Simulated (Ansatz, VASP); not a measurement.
**Ga in VASP and in Ansatz**

```xyz
1
Lattice="-1.4403 1.3958 2.2290 1.3958 -1.4403 2.2290 1.4123 1.4123 -2.2571" Properties=species:S:1:pos:R:3 pbc="T T T"
Ga    0.0000    0.0000    0.0000
```

Change from the starting cell: equal xy, yz and zx shear strains of -2 %.

Alike in both runs: task single point; functional LDA; k mesh 14 × 14 × 16; occupations fermi-dirac, width 0.05 eV; no spin polarisation.

|  | VASP | Ansatz |
| --- | --- | --- |
| version | VASP 6.6.1 | Ansatz 0.2.0 |
| potentials or method | VASP PAW LDA potentials, release 64 (Ga_d), cutoff 520 eV | all-electron LAPW, scalar-relativistic |

Ansatz gave:

* pressure (GPa): -1.6
* traceless stress, the component that is largest in VASP (GPa): -0.23

Problem. Which values does VASP return?

Solution. Pressure (GPa): -1.5; traceless stress, the component that is largest in VASP (GPa): -0.25.

LDA's correlation is that of Perdew and Zunger in VASP and of Perdew and Wang (1992) in Ansatz. Ansatz ran all-electron here, and VASP with PAW potentials.
